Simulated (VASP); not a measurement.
# BaF2 (Fm-3m) in VASP: single point with PBE

Aim: the single point of BaF2 with PBE.

Program: VASP 6.6.1. These are calculated values, not measurements. Logs are shortened: lines on timing, memory, paths and dates and some standing lists are left out, and cuts for length are marked.

## (1) The cell of the first run

It takes space group Fm-3m (No. 225, cubic). The conventional cell has a = 5.986 Å, b = 5.986 Å, c = 5.986 Å, α = 90.00°, β = 90.00°, γ = 90.00°. Within 3.4 Å of Ba (site symmetry m-3m) lie 8 F at 2.59 Å. F (site symmetry -43m) has 4 Ba at 2.59 Å and 6 F at 2.99 Å within 3.4 Å.

## (2) Single point, PBE (Ca replaced by Ba, lengths x 1.081, strained)

Contents of INCAR:

```
SYSTEM = BaF2
ALGO     = Normal         ! electronic algorithm
EDIFF    = 1E-6           ! SCF threshold, eV
ENCUT    = 1350           ! plane-wave cutoff, eV
GGA      = PE             ! functional
GGA_COMPAT= .FALSE.      
ISIF     = 2              ! what is computed and relaxed
ISMEAR   = 0              ! smearing method
LASPH    = .TRUE.         ! aspherical terms in the spheres
LCHARG   = .FALSE.        ! write CHGCAR
LREAL    = .FALSE.        ! projectors in reciprocal space
LWAVE    = .FALSE.        ! write WAVECAR
NBANDS   = 19             ! bands
NELM     = 120            ! most SCF steps
PREC     = Accurate       ! precision mode
SIGMA    = 0.1            ! smearing width, eV
```

Contents of KPOINTS:

```
k-points
0
G
  6 6 6
  0 0 0
```

Contents of POSCAR:

```
BaF2
1.0
    0.0000000000      2.9928089097      2.9928089097
    2.9928089097      0.0000000000      2.9928089097
    2.9928089097      2.9928089097      0.0000000000
Ba F
1 2
Direct
    0.0000000000      0.0000000000      0.0000000000
    0.2500000000      0.2500000000      0.2500000000
    0.7500000000      0.7500000000      0.7500000000
```

Potentials or basis: VASP PAW PBE potentials, release 64 (Ba_sv, F_h).

Started as:

```console
cat potpaw_PBE.64/Ba_sv/POTCAR potpaw_PBE.64/F_h/POTCAR > POTCAR
mpirun -np 1 vasp_std > vasp.out
```

OUTCAR:

```text
SYSTEM = BaF2
   EDIFF = 1E-6
   ENCUT = 1350
   GGA = PE
   ISIF = 2
   ISMEAR = 0
   LASPH = .TRUE.
   LREAL = .FALSE.
   NELM = 120
   PREC = Accurate

 ion  position               nearest neighbor table
   1  0.000  0.000  0.000-   3 2.59   3 2.59   3 2.59   2 2.59   3 2.59   2 2.59   2 2.59   2 2.59

   2  0.250  0.250  0.250-   1 2.59   1 2.59   1 2.59   1 2.59
   3  0.750  0.750  0.750-   1 2.59   1 2.59   1 2.59   1 2.59

  LATTYP: Found a face centered cubic cell.
 ALAT       =     5.9856178194

  Lattice vectors:

 A1 = (   0.0000000000,   2.9928089097,   2.9928089097)
 A2 = (   2.9928089097,   0.0000000000,   2.9928089097)
 A3 = (   2.9928089097,   2.9928089097,   0.0000000000)

Analysis of symmetry for initial positions (statically):
=====================================================================
 Subroutine PRICEL returns:
 Original cell was already a primitive cell.

 Routine SETGRP: Setting up the symmetry group for a
 face centered cubic supercell.

 Subroutine GETGRP returns: Found 48 space group operations
 (whereof 48 operations were pure point group operations)
 out of a pool of 48 trial point group operations.

The static configuration has the point symmetry O_h .

Analysis of symmetry for dynamics (positions and initial velocities):
=====================================================================
 Subroutine PRICEL returns:
 Original cell was already a primitive cell.

 Routine SETGRP: Setting up the symmetry group for a
 face centered cubic supercell.

 Subroutine GETGRP returns: Found 48 space group operations
 (whereof 48 operations were pure point group operations)
 out of a pool of 48 trial point group operations.

The dynamic configuration has the point symmetry O_h .

 Subroutine INISYM returns: Found 48 space group operations
 (whereof 48 operations are pure point group operations),
 and found     1 'primitive' translations

----------------------------------------------------------------------------------------

                                     Primitive cell

  volume of cell :      53.6126

  direct lattice vectors                    reciprocal lattice vectors
     0.000000000  2.992808910  2.992808910    -0.167067132  0.167067132  0.167067132
[... 75 lines left out ...]
   LSORBIT =      F    spin-orbit coupling
   LASPH  =      T    aspherical Exc in radial PAW
   ENCUT  = 1350.0 eV  99.22 Ry    9.96 a.u.  12.68 12.68 12.68*2*pi/ulx,y,z
   NELM   =    120;   NELMIN=  2; NELMDL= -5     # of ELM steps
   EDIFF  = 0.1E-05   stopping-criterion for ELM
   LREAL  =      F    real-space projection
   EDIFFG = 0.1E-04   stopping-criterion for IOM
   NSW    =      0    number of steps for IOM
   IBRION =     -1    ionic relax: 0-MD 1-quasi-New 2-CG
   NFREE  =      0    steps in history (QN), initial steepest desc. (CG)
   ISIF   =      2    stress and relaxation
   ISYM   =      2    0-nonsym 1-usesym 2-fastsym
   POTIM  = 0.5000    time-step for ionic-motion
   TEBEG  =    0.0;   TEEND  =   0.0 temperature during run
   PSTRESS=    0.0 pullay stress
   NELECT =      24.0000    total number of electrons
   NUPDOWN=      -1.0000    fix difference up-down
   EMIN   =  10.00;   EMAX   =-10.00  energy-range for DOS
   EFERMI =   0.00;   METHOD = LEGACY
   ISMEAR =     0;   SIGMA  =   0.10  broadening in eV -4-tet -1-fermi 0-gaus
   EFERMI_NEDOS =   21; number of points for ismear=-14 and -15
   IALGO  =     38    algorithm
   IMIX   =      4    mixing-type and parameters
     AMIX     =   0.40;   BMIX     =  1.00
     AMIX_MAG =   1.60;   BMIX_MAG =  1.00
  volume/ion in A,a.u.               =      17.87       120.60
  Fermi-wavevector in a.u.,A,eV,Ry     =   1.252342  2.366583 21.338838  1.568360
  Thomas-Fermi vector in A             =   2.386247
   LORBIT       =      0    0 simple, 1 ext, 2 COOP (PROOUT), +10 PAW based schemes
   GGA     = PE    functional components
   LHFCALC =     F    Hartree Fock is set to
   AEXX    =    0.0000 exact exchange contribution
   IVDW    =     0    specifies the selected vdW correction
   LEPSILON=     F    determine dielectric tensor
   LRPA    =     F    only Hartree local field effects (RPA)
 non-spin polarized calculation
 Gauss-broadening in eV      SIGMA  =   0.10
  energy-cutoff  :     1350.00
  volume of cell :       53.61
 maximum number of plane-waves:      6062
 NGX is ok and might be reduce to    54
   NGX = 25   NGY = 25   NGZ = 25

 number of electron      24.0000001 magnetization

 Free energy of the ion-electron system (eV)
  ---------------------------------------------------
  ext. energy  EPLUGINS =         0.00000000
  ---------------------------------------------------
  free energy    TOTEN  =       -16.88040948 eV

  energy without entropy =      -16.88040948  energy(sigma->0) =      -16.88040948

 E-fermi :  -0.7334     XC(G=0):  -9.1944

 val. band max:       -1.2960891637   @ k =  -0.3333   0.1667   0.0000
 cond. band min:       5.9602770125   @ k =   0.0000   0.0000   0.0000
 fundamental gap:      7.2563661762
 Fermi energy:        -0.7334161151

 k-point     1 :       0.0000    0.0000    0.0000
  band No.  band energies     occupation
      1     -24.1961      2.00000
      2     -20.3979      2.00000
      3     -20.1378      2.00000
      4      -8.8178      2.00000
      5      -8.8178      2.00000
      6      -8.8178      2.00000
[... 329 lines left out ...]
      6      -8.7616      2.00000
[... 11 lines left out ...]
     18      14.2676      0.00000
     19      14.6603      0.00000

------------------------ aborting loop because EDIFF is reached ----------------------------------------

  FORCE on cell =-STRESS in cart. coord.  units (eV):
  Direction    XX          YY          ZZ          XY          YZ          ZX
  --------------------------------------------------------------------------------------
  -------------------------------------------------------------------------------------
  Total        3.6681704      3.6681704      3.6681704      0.0000000     -0.0000000     -0.0000000
  in kB      109.6208392    109.6208392    109.6208392      0.0000000     -0.0000000     -0.0000000
  external PRESSURE =     109.6208392 kB  Pullay stress =       0.0000000 kB

 VOLUME and BASIS-vectors are now :
 -----------------------------------------------------------------------------
  energy-cutoff  :     1350.00
  volume of cell :       53.61
      direct lattice vectors                 reciprocal lattice vectors
     0.000000000  2.992808910  2.992808910    -0.167067132  0.167067132  0.167067132
     2.992808910  0.000000000  2.992808910     0.167067132 -0.167067132  0.167067132
     2.992808910  2.992808910  0.000000000     0.167067132  0.167067132 -0.167067132

 POSITION                                       TOTAL-FORCE (eV/Angst)
 -----------------------------------------------------------------------------------
      0.00000      0.00000      0.00000         0.000000     -0.000000      0.000000
      1.49640      1.49640      1.49640         0.000000      0.000000      0.000000
      4.48921      4.48921      4.48921        -0.000000     -0.000000     -0.000000
 -----------------------------------------------------------------------------------
    total drift:                                0.000000      0.000000      0.000000

  FREE ENERGIE OF THE ION-ELECTRON SYSTEM (eV)
  ---------------------------------------------------
  free  energy   TOTEN  =       -16.8804094772 eV

  energy  without entropy=      -16.8804094772  energy(sigma->0) =      -16.88040948
```

stdout:

```text
POSCAR found type information on POSCAR BaF
 POSCAR found :  2 types and       3 ions
 scaLAPACK will be used
 LDA part: xc-table for (Slater+PW92), standard interpolation
 POSCAR, INCAR and KPOINTS ok, starting setup
 FFT: planning ... GRIDC
 FFT: planning ... GRID_SOFT
 FFT: planning ... GRID
 WAVECAR not read
 entering main loop
```

Run time: 66 s. Hardware: 1 thread of AMD EPYC 7R13 (Zen 3), shared host; peak memory 0.39 GiB.

What came out:

```
Free energy            : -16.8804 eV
Pressure               : 11.0 GPa
Band gap on the k mesh : 7.26 eV (least direct gap 7.37 eV)
```

Levels at points of the mesh, in eV from the valence-band top:
| k point | band 8 | band 9 | band 10 | band 11 | band 12 | band 13 | band 14 | band 15 | band 16 | band 17 |
| --- | --- | --- | --- | --- | --- | --- | --- | --- | --- | --- |
| (0.00, 0.00, 0.00) | -1.83 | -1.83 | -0.12 | -0.12 | -0.12 | 7.26 | 9.57 | 9.57 | 12.28 | 12.28 |
| (0.50, 0.00, 0.00) | -1.37 | -0.78 | -0.33 | -0.14 | -0.14 | 9.61 | 9.61 | 9.77 | 10.21 | 12.42 |
| (0.50, 0.50, 0.00) | -0.50 | -0.50 | -0.23 | -0.22 | -0.22 | 7.44 | 9.56 | 11.32 | 12.83 | 12.83 |

Caveat: the cell differs from its parent crystal (Ca replaced by Ba, lengths x 1.081, strained); the cell stands under pressure; spin-orbit coupling is left out, which moves the levels of the heavy elements. A k mesh can miss the band edges.
